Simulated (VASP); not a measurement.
Here is a VASP 6.6.1 calculation.

The input INCAR:

```
PREC = Accurate ; ENCUT = 600
EDIFF = 1E-7 ; ISMEAR = 0
SIGMA = 0.1 ; LREAL = F
LASPH = T ; NELM = 80
ALGO = Normal ; ISIF = 4
LWAVE = F ; LCHARG = F
GGA = PS ; IBRION = 2
NSW = 50 ; EDIFFG = -0.01
```

File KPOINTS:

```
Automatic mesh
0
Gamma
  16 16 16
```

File POSCAR:

```
HfH2
1.0
   -1.7023251360      1.7023251360      2.0620700414
    1.7023251360     -1.7023251360      2.0620700414
    1.7023251360      1.7023251360     -2.0620700414
Hf H
1 2
Direct
    0.0000000000      0.0000000000      0.0000000000
    0.7500000000      0.2500000000      0.5000000000
    0.2500000000      0.7500000000      0.5000000000
```

Potentials or basis: VASP PAW PBE potentials, release 64 (Hf_pv, H).

Run with:

```bash
$ cat potpaw_PBE.64/Hf_pv/POTCAR potpaw_PBE.64/H/POTCAR > POTCAR
$ mpirun -np 1 vasp_std > vasp.out
```

(1) Estimate the band gap on the k mesh.

## Answers

(1) zero (bands 6 and 7 overlap by 1.25 eV).

Caveat: spin-orbit coupling is left out, which moves the levels of the heavy elements.
